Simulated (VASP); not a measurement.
Set up this calculation in VASP 6.6.1, as the native input.

- Task: single point
- Functional: PBE
- Potentials or basis: VASP PAW PBE potentials, release 64 (K_sv, Br)
- Cutoff: 520 eV
- k mesh: 4 × 4 × 4
- Occupations: gaussian, width 0.01 eV
- Spin: no spin polarisation
- Dipole correction: no
- Further INCAR settings: ALGO = Normal; EDIFF = 1e-07; NBANDS = 15

The structure of KBr lies in POSCAR:

```
KBr
1.0
    3.9758688753      0.0000000000      0.0000000000
    0.0000000000      3.9758688753      0.0000000000
    0.0000000000      0.0000000000      3.9758688753
K Br
1 1
Direct
    0.0000000000      0.0000000000      0.0000000000
    0.5000000000      0.5000000000      0.5000000000
```

The input as run:

INCAR

```
PREC = Accurate ; ENCUT = 520
EDIFF = 1E-7 ; ISMEAR = 0
SIGMA = 0.01 ; LREAL = False
LASPH = True ; NELM = 80
ALGO = Normal ; ISIF = 2
LWAVE = False ; LCHARG = False
GGA = PE ; NBANDS = 15
```

KPOINTS

```
regular mesh
0
Gamma
  4 4 4
```

Potentials or basis: VASP PAW PBE potentials, release 64 (K_sv, Br).

Launch:

```console
$ cat potpaw_PBE.64/K_sv/POTCAR potpaw_PBE.64/Br/POTCAR > POTCAR
$ mpirun -np 1 vasp_std > vasp.out
```

Results of the run:

- Pressure: 0.9 GPa
- Band gap on the k mesh: 4.02 eV, indirect (least direct gap 4.30 eV)

Run time: 10 s on 1 thread of Intel(R) Xeon(R) Platinum 8488C (Sapphire Rapids), on a shared host, peak memory 0.16 GiB.
